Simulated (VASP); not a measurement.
# Sn2HO2 in VASP: relaxation of the atoms with PBE+D3(BJ)

Aim: the relaxation of the atoms of Sn2HO2 with PBE+D3(BJ).

Program: VASP 6.6.1. These are calculated values, not measurements. Logs are shortened: lines on timing, memory, paths and dates and some standing lists are left out, and cuts for length are marked.

## 1. The cell of the first run

The cell holds a slab with vacuum, 5 atoms: a = 3.820 Å, b = 3.820 Å, c = 17.863 Å, α = 90.00°, β = 90.00°, γ = 90.00°.

## 2. Relaxation of the atoms, PBE+D3(BJ), collinear spin

INCAR

```
SYSTEM = Sn2HO2
  PREC = Accurate
  ENCUT = 520
  EDIFF = 1E-7
  ISMEAR = 0
  SIGMA = 0.05
  LREAL = .FALSE.
  LASPH = .TRUE.
  NELM = 200
  ALGO = Normal
  ISIF = 2
  LWAVE = .FALSE.
  LCHARG = .FALSE.
  ISPIN = 2
  MAGMOM = 0 0 0 0 1
  LORBIT = 11
  LDIPOL = .TRUE.
  IDIPOL = 3
  DIPOL = 0.5 0.5 0.303
  GGA = PE
  IVDW = 12
  IBRION = 2
  NSW = 36
  EDIFFG = -0.025
  GGA_COMPAT = .FALSE.
  NELMIN = 4
  NELMDL = -8
  KPAR = 4
```

KPOINTS

```
regular mesh
0
G
  7 7 1
  0 0 0
```

POSCAR

```
Sn2HO2
1.0
    3.8201633739      0.0000000000      0.0000000000
    0.0000000000      3.8201633739      0.0000000000
    0.0000000000      0.0000000000     17.8630408312
Sn O H
2 2 1
Selective dynamics
Direct
    0.7500000000      0.2500000000      0.2239260402  F F F
    0.2500000000      0.7500000000      0.3562126343  F F F
    0.2500000000      0.2500000000      0.2900693373  F F F
    0.7500000000      0.7500000000      0.2900693373  F F F
    0.2500000000      1.2500000000      0.3525628194  F F T
```

Potentials or basis: VASP PAW PBE potentials, release 64 (Sn_d, O, H).

Launch:

```
cat potpaw_PBE.64/Sn_d/POTCAR potpaw_PBE.64/O/POTCAR potpaw_PBE.64/H/POTCAR > POTCAR
mpirun -np 4 vasp_std > vasp.out
```

OUTCAR:

```text
SYSTEM = Sn2HO2
   PREC = Accurate
   ENCUT = 520
   EDIFF = 1E-7
   ISMEAR = 0
   LREAL = .FALSE.
   LASPH = .TRUE.
   NELM = 200
   ISIF = 2
   ISPIN = 2
   LORBIT = 11
   GGA = PE
   IVDW = 12
   IBRION = 2
   NSW = 36
   EDIFFG = -0.025
   NELMIN = 4
   NELMDL = -8
 IVDW          = 12

 ion  position               nearest neighbor table
   1  0.750  0.250  0.224-   3 2.25   4 2.25   4 2.25   3 2.25   2 3.59   2 3.59   2 3.59   2 3.59

   2  0.250  0.750  0.356-   5 1.91   5 1.91   3 2.25   3 2.25   4 2.25   4 2.25   1 3.59   1 3.59
                             1 3.59   1 3.59
   3  0.250  0.250  0.290-   5 1.12   2 2.25   2 2.25   1 2.25   1 2.25
   4  0.750  0.750  0.290-   2 2.25   2 2.25   1 2.25   1 2.25
   5  0.250  0.250  0.353-   3 1.12   2 1.91   2 1.91

  LATTYP: Found a simple tetragonal cell.
 ALAT       =     3.8201633739
 C/A-ratio  =     4.6759887164

  Lattice vectors:

 A1 = (   3.8201633739,   0.0000000000,   0.0000000000)
 A2 = (   0.0000000000,   3.8201633739,   0.0000000000)
 A3 = (   0.0000000000,   0.0000000000,  17.8630408312)

Analysis of symmetry for initial positions (statically):
=====================================================================
 Subroutine PRICEL returns:
 Original cell was already a primitive cell.

 Routine SETGRP: Setting up the symmetry group for a
 simple tetragonal supercell.

 Subroutine GETGRP returns: Found  4 space group operations
 (whereof  1 operations were pure point group operations)
 out of a pool of 16 trial point group operations.

The static configuration has the point symmetry C_1 .
 The point group associated with its full space group is C_2v.

Analysis of symmetry for dynamics (positions and initial velocities):
=====================================================================
 Subroutine PRICEL returns:
 Original cell was already a primitive cell.

 Routine SETGRP: Setting up the symmetry group for a
 simple tetragonal supercell.

 Subroutine GETGRP returns: Found  4 space group operations
 (whereof  1 operations were pure point group operations)
 out of a pool of 16 trial point group operations.

The dynamic configuration has the point symmetry C_1 .
 The point group associated with its full space group is C_2v.

Analysis of constrained symmetry for selective dynamics:
=====================================================================
 Subroutine PRICEL returns:
 Original cell was already a primitive cell.

 Routine SETGRP: Setting up the symmetry group for a
 simple tetragonal supercell.

 Subroutine GETGRP returns: Found  4 space group operations
 (whereof  1 operations were pure point group operations)
 out of a pool of 16 trial point group operations.

The constrained configuration has the point symmetry C_1 .
 The point group associated with its full space group is C_2v.

Analysis of structural, dynamic, and magnetic symmetry:
=====================================================================
 Subroutine PRICEL returns:
 Original cell was already a primitive cell.

 Routine SETGRP: Setting up the symmetry group for a
 simple tetragonal supercell.

 Subroutine GETGRP returns: Found  4 space group operations
 (whereof  1 operations were pure point group operations)
 out of a pool of 16 trial point group operations.

The overall configuration has the point symmetry C_1 .
 The point group associated with its full space group is C_2v.

 Subroutine INISYM returns: Found  4 space group operations
 (whereof  1 operations are pure point group operations),
 and found     1 'primitive' translations

----------------------------------------------------------------------------------------

                                     Primitive cell

  volume of cell :     260.6869

  direct lattice vectors                    reciprocal lattice vectors
[... 53 lines left out ...]
  0.285714  0.000000  0.000000      2.000000
  0.000000  0.285714  0.000000      2.000000
  0.428571  0.000000  0.000000      2.000000
[... 8 lines left out ...]
 -0.285714  0.428571  0.000000      4.000000
  0.428571  0.428571  0.000000      4.000000
   k-points           NKPTS =     16   k-points in BZ     NKDIM =     16   number of bands    NBANDS=     25
   number of dos      NEDOS =    301   number of ions     NIONS =      5
   total plane-waves  NPLWV = 109760
   dimension x,y,z NGX =    28 NGY =   28 NGZ =  140
   dimension x,y,z NGXF=    56 NGYF=   56 NGZF=  280
   ions per type =               2   2   1
   NGX,Y,Z   is equivalent  to a cutoff of  12.19, 12.19, 13.03 a.u.
   NGXF,Y,Z  is equivalent  to a cutoff of  24.37, 24.37, 26.06 a.u.
 SYSTEM =  Sn2HO2
   PREC   = accura    normal or accurate (medium, high low for compatibility)
   ISTART =      0    job   : 0-new  1-cont  2-samecut
   ICHARG =      2    charge: 1-file 2-atom 10-const
   ISPIN  =      2    spin polarized calculation?
   LNONCOLLINEAR =      F non collinear calculations
   LSORBIT =      F    spin-orbit coupling
   LASPH  =      T    aspherical Exc in radial PAW
   ENCUT  =  520.0 eV  38.22 Ry    6.18 a.u.   7.10  7.10 33.21*2*pi/ulx,y,z
   NELM   =    200;   NELMIN=  4; NELMDL= -8     # of ELM steps
   EDIFF  = 0.1E-06   stopping-criterion for ELM
   LREAL  =      F    real-space projection
   EDIFFG = -.3E-01   stopping-criterion for IOM
   NSW    =     36    number of steps for IOM
   IBRION =      2    ionic relax: 0-MD 1-quasi-New 2-CG
   NFREE  =      1    steps in history (QN), initial steepest desc. (CG)
   ISIF   =      2    stress and relaxation
   ISYM   =      2    0-nonsym 1-usesym 2-fastsym
   POTIM  = 0.5000    time-step for ionic-motion
   TEBEG  =    0.0;   TEEND  =   0.0 temperature during run
   PSTRESS=    0.0 pullay stress
   NELECT =      41.0000    total number of electrons
   NUPDOWN=      -1.0000    fix difference up-down
   EMIN   =  10.00;   EMAX   =-10.00  energy-range for DOS
   EFERMI =   0.00;   METHOD = LEGACY
   ISMEAR =     0;   SIGMA  =   0.05  broadening in eV -4-tet -1-fermi 0-gaus
   EFERMI_NEDOS =   21; number of points for ismear=-14 and -15
   IALGO  =     38    algorithm
   IMIX   =      4    mixing-type and parameters
     AMIX     =   0.40;   BMIX     =  1.00
     AMIX_MAG =   1.60;   BMIX_MAG =  1.00
  volume/ion in A,a.u.               =      52.14       351.84
  Fermi-wavevector in a.u.,A,eV,Ry     =   0.883683  1.669918 10.624723  0.780895
  Thomas-Fermi vector in A             =   2.004482
   LORBIT       =     11    0 simple, 1 ext, 2 COOP (PROOUT), +10 PAW based schemes
   GGA     = PE    functional components
   LHFCALC =     F    Hartree Fock is set to
   AEXX    =    0.0000 exact exchange contribution
   IVDW    =    12    specifies the selected vdW correction
   LEPSILON=     F    determine dielectric tensor
   LRPA    =     F    only Hartree local field effects (RPA)
 conjugate gradient relaxation of ions
 spin polarized calculation
 Gauss-broadening in eV      SIGMA  =   0.05
  energy-cutoff  :      520.00
  volume of cell :      260.69
 maximum number of plane-waves:      7046
   NGX = 15   NGY = 15   NGZ = 67

--------------------------------------- Ionic step        1  -------------------------------------------

 number of electron      40.9999984 magnetization       0.0824708

 Free energy of the ion-electron system (eV)
  ---------------------------------------------------
  ext. energy  EPLUGINS =         0.00000000
  ---------------------------------------------------
  free energy    TOTEN  =       -23.02251451 eV

  energy without entropy =      -23.02105438  energy(sigma->0) =      -23.02178444

------------------------ aborting loop because EDIFF is reached ----------------------------------------

 Edisp (eV)   -0.63146

 E8    (eV) :    -0.2743
[... 34 lines left out ...]
--------------------------------------- Ionic step        2  -------------------------------------------

 number of electron      40.9999983 magnetization       0.0730590

 E-fermi :   0.0247     XC(G=0):  -3.6068

 val. band max:       -0.0147803883   @ k =   0.4286   0.1429   0.0000
 cond. band min:       0.0548327863   @ k =  -0.1429   0.2857   0.0000
 fundamental gap:      0.0696131747
 Fermi energy:         0.0246573477

 spin component 1

 k-point     1 :       0.0000    0.0000    0.0000
  band No.  band energies     occupation
      1     -23.5961      1.00000
      2     -22.8136      1.00000
      3     -22.7477      1.00000
      4     -22.7366      1.00000
      5     -22.7193      1.00000
      6     -22.7065      1.00000
[... 1145 lines left out ...]
--------------------------------------- Ionic step        8  -------------------------------------------

 number of electron      40.9999985 magnetization       0.1419139

 dipolmoment           0.000000      0.000000      0.062755 electrons x Angstroem

 Free energy of the ion-electron system (eV)
  ---------------------------------------------------
  ext. energy  EPLUGINS =         0.00000000
  ---------------------------------------------------
  free energy    TOTEN  =       -24.55840473 eV

  energy without entropy =      -24.55578627  energy(sigma->0) =      -24.55709550

 E-fermi :  -1.3715     XC(G=0):  -3.6732

 val. band max:       -1.4035925004   @ k =  -0.1429   0.2857   0.0000
 cond. band min:      -1.3592726192   @ k =   0.2857   0.2857   0.0000
 fundamental gap:      0.0443198812
 Fermi energy:        -1.3714856717

 spin component 1

 k-point     1 :       0.0000    0.0000    0.0000
  band No.  band energies     occupation
      1     -23.2527      1.00000
      2     -22.9723      1.00000
      3     -22.9124      1.00000
      4     -22.8967      1.00000
      5     -22.8750      1.00000
      6     -22.8243      1.00000
[... 888 lines left out ...]
     24       2.6223      0.00000
     25       4.0196      0.00000

------------------------ aborting loop because EDIFF is reached ----------------------------------------

 vacuum level on the upper side and lower side of the slab       (xc-potential included)         0.378        -0.421

 Edisp (eV)   -0.61977

 E8    (eV) :    -0.2697

  FORCE on cell =-STRESS in cart. coord.  units (eV):
  Direction    XX          YY          ZZ          XY          YZ          ZX
  --------------------------------------------------------------------------------------
  -------------------------------------------------------------------------------------
  Total      -1.13519    -2.48338     0.94972     0.00000     0.00000     0.00000
  in kB      -6.97689   -15.26284     5.83699     0.00000     0.00000     0.00000
  external pressure =       -5.47 kB  Pullay stress =        0.00 kB
[... 20 lines left out ...]
  FREE ENERGIE OF THE ION-ELECTRON SYSTEM (eV)
  ---------------------------------------------------
  free  energy   TOTEN  =       -25.1781707211 eV

  energy  without entropy=      -25.1755522560  energy(sigma->0) =      -25.17686149

 reached required accuracy - stopping structural energy minimisation

 vacuum level on the upper side and lower side of the slab         3.605         2.820

 total charge

# of ion       s       p       d       tot
------------------------------------------
    1        1.279   0.766  10.055  12.100
    2        1.160   0.802  10.085  12.047
    3        1.578   3.432   0.000   5.010
    4        1.578   3.417   0.000   4.994
    5        0.446   0.005   0.000   0.452
--------------------------------------------------
tot          6.041   8.422  20.140  34.604

 magnetization (x)

# of ion       s       p       d       tot
------------------------------------------
    1       -0.000  -0.000   0.000   0.000
    2        0.028   0.012   0.004   0.043
    3        0.000   0.013   0.000   0.014
    4        0.000   0.003   0.000   0.003
    5        0.028   0.000   0.000   0.028
--------------------------------------------------
tot          0.055   0.028   0.004   0.088
```

Run time: 8.6 min. Hardware: 4 MPI ranks of Intel Xeon Platinum 8559C (Emerald Rapids), shared host; peak memory 0.53 GiB.

Results:

- Free energy: -25.1782 eV
- Energy gained by relaxing: 304.8 meV/atom
- Ionic steps: 8
- Net moment: 0.14 μB per cell
- Site moments: Sn +0.00, +0.04; O +0.01, +0.00; H +0.03 μB
- Valence electrons inside the program's atomic spheres: Sn 12.10, 12.05; O 5.01, 4.99; H 0.45
- Dispersion energy per atom: -0.124 eV

The path:
| step | energy change (eV) | largest force on free atoms (eV/Å) | pressure (GPa) |
| --- | --- | --- | --- |
| 1 | 0.0000 | 0.9066 | 3.68 |
| 2 | -0.0386 | 0.8847 | 3.43 |
| 3 | -0.1846 | 1.3731 | 2.75 |
| 4 | -0.6312 | 1.8911 | 1.55 |
| 5 | -1.4185 | 0.8105 | -0.13 |
| 6 | -0.8925 | 1.0489 | -0.72 |
| 7 | -1.4726 | 0.5365 | -0.75 |
| 8 | -1.5242 | 0.0217 | -0.55 |

Final structure:
```
CELL_PARAMETERS angstrom
3.82016 0.00000 0.00000
0.00000 3.82016 0.00000
0.00000 0.00000 17.86304
ATOMIC_POSITIONS crystal
Sn 0.75000 0.25000 0.22393
Sn 0.25000 0.75000 0.35621
O 0.25000 0.25000 0.29007
O 0.75000 0.75000 0.29007
H 0.25000 0.25000 0.42184
```

Levels at points of the mesh, in eV from the Fermi level:
Spin up:
| k point | band 18 | band 19 | band 20 | band 21 | band 22 | band 23 |
| --- | --- | --- | --- | --- | --- | --- |
| (0.00, 0.00, 0.00) | -2.89 | -2.88 | -1.90 | 0.70 | 1.97 | 4.07 |
Spin down:
| k point | band 18 | band 19 | band 20 | band 21 | band 22 | band 23 |
| --- | --- | --- | --- | --- | --- | --- |
| (0.00, 0.00, 0.00) | -2.88 | -2.85 | -1.84 | 0.77 | 1.97 | 4.10 |

Caveat: spin-orbit coupling is left out, which moves the levels of the heavy elements.
